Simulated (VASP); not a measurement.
Write the native input for VASP 6.6.1 that does the following.

```yaml
Task: single point
Functional: PBE
Potentials_or_basis: VASP PAW PBE potentials, release 64 (Ta_pv, N)
Cutoff: 520 eV
k_mesh: 18 × 18 × 18
Occupations: gaussian, width 0.02 eV
Spin: no spin polarisation
Dipole_correction: no
Further_INCAR_settings: ALGO = Normal; EDIFF = 1e-06; NBANDS = 15
```

The structure of TaN lies in POSCAR:

```
TaN
1.0
    0.0000000000      2.1790000000      2.1790000000
    2.1790000000      0.0000000000      2.1790000000
    2.1790000000      2.1790000000      0.0000000000
Ta N
1 1
Direct
    0.5000000000      0.5000000000      0.5000000000
    0.0000000000      0.0000000000      0.0000000000
```

The input as run:

INCAR

```
SYSTEM = TaN
PREC     = Accurate       ! precision mode
ENCUT    = 520            ! plane-wave cutoff, eV
EDIFF    = 1E-6           ! SCF threshold, eV
ISMEAR   = 0              ! smearing method
SIGMA    = 0.02           ! smearing width, eV
LREAL    = .FALSE.        ! projectors in reciprocal space
LASPH    = .TRUE.         ! aspherical terms in the spheres
NELM     = 60             ! most SCF steps
ALGO     = Normal         ! electronic algorithm
ISIF     = 2              ! what is computed and relaxed
LWAVE    = .FALSE.        ! write WAVECAR
LCHARG   = .FALSE.        ! write CHGCAR
GGA      = PE             ! functional
NBANDS   = 15             ! bands
```

KPOINTS

```
regular mesh
0
G
  18 18 18
  0 0 0
```

Potentials or basis: VASP PAW PBE potentials, release 64 (Ta_pv, N).

Launch:

```bash
$ cat potpaw_PBE.64/Ta_pv/POTCAR potpaw_PBE.64/N/POTCAR > POTCAR
$ mpirun -np 1 vasp_std > vasp.out
```

It gave:

- Pressure: 15.5 GPa
- Band gap on the k mesh: zero (band 8 reaches 11.85 eV, above the bottom of band 9 at 7.68 eV)

Caveat: spin-orbit coupling is left out, which moves the levels of the heavy elements.

Wall time 17 s on 1 thread of Intel(R) Xeon(R) 6975P-C (Granite Rapids) (shared host), peak memory 0.19 GiB.
